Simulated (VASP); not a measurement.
Input of a VASP 6.6.1 run:

INCAR

```
ALGO     = Normal         # electronic algorithm
EDIFF    = 1E-6           # SCF threshold, eV
ENCUT    = 520            # plane-wave cutoff, eV
GGA      = PE             # functional
ISIF     = 2              # what is computed and relaxed
ISMEAR   = 0              # smearing method
LASPH    = T              # aspherical terms in the spheres
LCHARG   = F              # write CHGCAR
LREAL    = F              # projectors in reciprocal space
LWAVE    = F              # write WAVECAR
NBANDS   = 31             # bands
NELM     = 100            # most SCF steps
PREC     = Accurate       # precision mode
SIGMA    = 0.1            # smearing width, eV
```

The input KPOINTS:

```
k-points
0
Gamma
  12 12 4
```

The input POSCAR:

```
PtS2
1.0
    3.5107358573      0.0000000000      0.0000000000
   -1.7553679287      3.0403864384      0.0000000000
    0.0000000000      0.0000000000     11.0786054288
Pt S
2 4
Direct
    0.3333333333      0.6666666667      0.2500000000
    0.6666666667      0.3333333333      0.7500000000
    0.3333333333      0.6666666667      0.6254722736
    0.6666666667      0.3333333333      0.1254722736
    0.3333333333      0.6666666667      0.8745277264
    0.6666666667      0.3333333333      0.3745277264
```

Potentials or basis: VASP PAW PBE potentials, release 64 (Pt, S).

Run with:

```sh
$ cat potpaw_PBE.64/Pt/POTCAR potpaw_PBE.64/S/POTCAR > POTCAR
$ mpirun -np 1 vasp_std > vasp.out
```

Question: Predict the pressure.

Answer: -0.3 GPa.

Question: Estimate the band gap on the k mesh.

Answer: Zero (bands 22 and 23 overlap by 0.69 eV).

Question: Estimate the largest force.

Answer: 0.038 eV/Å.

Forces in eV/Å, atoms in the order of the input:
```
Pt   0.000  0.000  0.000
Pt   0.000  0.000  0.000
S    0.000  0.000  0.038
S    0.000  0.000  0.038
S    0.000  0.000 -0.038
S    0.000  0.000 -0.038
```

Caveat: spin-orbit coupling is left out, which moves the levels of the heavy elements.
